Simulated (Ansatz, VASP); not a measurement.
**HfC in VASP and in Ansatz**

```
Hf C
1.0
     3.24024    0.00000    0.00000
    -1.62012    2.80613    0.00000
     0.00000    0.00000    2.91407
Hf C
1 1
Direct
  0.66667 0.33333 0.44208
  0.33333 0.66667 0.97055
```

Alike in both runs: task relaxation of cell and atoms; functional PBE; k mesh 18 × 18 × 18; occupations gaussian, width 0.1 eV; no spin polarisation.

|  | VASP | Ansatz |
| --- | --- | --- |
| version | VASP 6.6.1 | Ansatz 0.2.0 |
| potentials or method | VASP PAW PBE potentials, release 64 (Hf_pv, C), cutoff 600 eV | scalar-relativistic, plane waves, PAW |
| valence electrons in the cell | 14 | 30 |

VASP gave:

| Property | Result |
| --- | --- |
| relaxed volume (Å³/atom) | 13.18 |
| relaxed cell length with the largest relative difference (Å) | 2.910 |

Task: What did Ansatz give for the same quantities?

Result: Relaxed volume (Å³/atom): 13.23; relaxed cell length with the largest relative difference (Å): 2.916.

VASP's potentials hold 14 valence electrons a cell and Ansatz's 30, so a difference there can come from the potentials and not from the codes.

Spin-orbit coupling is off throughout.
